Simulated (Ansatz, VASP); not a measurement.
One calculation of MoS2, two programs

```
S Mo
1.0
     3.16000    0.00000    0.00000
    -1.58000    2.73664    0.00000
     0.00000    0.00000   30.06000
S Mo
2 1
Direct
  0.66667 0.33333 0.29920
  0.66667 0.33333 0.40372
  0.33333 0.66667 0.35146
```

Alike in both runs: functional PBE; k mesh 12 × 12 × 1; occupations gaussian, width 0.02 eV; no spin polarisation.

Ansatz relaxed the structure, and its values are those at the end. VASP's run is a single point on that final structure, the one shown.

|  | VASP | Ansatz |
| --- | --- | --- |
| version | VASP 6.6.1 | Ansatz 0.2.0 |
| potentials or method | VASP PAW PBE potentials, release 64 (S, Mo_sv) | scalar-relativistic, plane waves, PAW |
| plane-wave cutoff (eV) | 520 | 420 |
| valence electrons in the cell | 26 | 26 |

|  | VASP | Ansatz | Ansatz less VASP |
| --- | --- | --- | --- |
| gap on the k mesh at the Fermi level (eV) | 1.77 | 1.76 | -0.004 |
| least direct gap on the mesh (eV) | 1.77 | 1.76 | -0.004 |
| rms of the force components (eV/Å) | 0.006 | 0.000 | -0.0055 |

With one functional, cell and mesh, what is left measures potentials, basis and numerics. Ansatz's warnings: slab cell height set.
